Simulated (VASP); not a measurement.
**SrSi4: single point with PBE**

SrSi4:

```xyz
5
Lattice="2.4157 -5.7558 0.0000 2.4157 5.7558 0.0000 0.0000 0.0000 3.9278" Properties=species:S:1:pos:R:3 pbc="T T T"
Sr    2.4157    0.0000    0.0000
Si    2.4157    4.6014    1.9639
Si    2.4157   -4.6014    1.9639
Si    2.4157    3.2703    0.0000
Si    2.4157   -3.2703    0.0000
```

The cell was generated, and may not be a known phase.

| Item | Value |
| --- | --- |
| Program | VASP 6.6.1 |
| Task | single point |
| Functional | PBE |
| Potentials or basis | VASP PAW PBE potentials, release 64 (Sr_sv, Si) |
| Cutoff | 520 eV |
| k mesh | 8 × 8 × 10 |
| Occupations | gaussian, width 0.1 eV |
| Spin | no spin polarisation |

```
Pressure               : 0.0 GPa
Largest force          : 0.004 eV/Å
Band gap on the k mesh : zero (bands 13 and 14 overlap by 1.15 eV)
```

Forces on the atoms (eV/Å):
```
Sr   0.000  0.000  0.000
Si   0.000 -0.001  0.000
Si   0.000  0.001  0.000
Si   0.000  0.004  0.000
Si   0.000 -0.004  0.000
```

Levels at points of the mesh, in eV from the Fermi level:
| k point | band 11 | band 12 | band 13 | band 14 | band 15 | band 16 |
| --- | --- | --- | --- | --- | --- | --- |
| (0.00, 0.00, 0.00) | -1.75 | -1.13 | -1.02 | -0.60 | 1.74 | 2.14 |
| (0.50, 0.00, 0.00) | -2.57 | -1.88 | 0.54 | 0.98 | 1.59 | 1.80 |
| (0.50, 0.50, 0.00) | -2.15 | -2.00 | -0.86 | -0.14 | 0.34 | 0.82 |
| (0.00, 0.00, 0.50) | -3.51 | -2.11 | -0.93 | -0.07 | 0.42 | 2.50 |
| (0.50, 0.00, 0.50) | -3.32 | -2.28 | -0.89 | 1.24 | 1.77 | 2.22 |
| (0.50, 0.50, 0.50) | -2.45 | -1.98 | -1.35 | 0.59 | 0.83 | 1.20 |

Run time: 6.6 min on 1 thread of Oxide Virtual Turin-like Processor (shared host), peak memory 0.39 GiB.
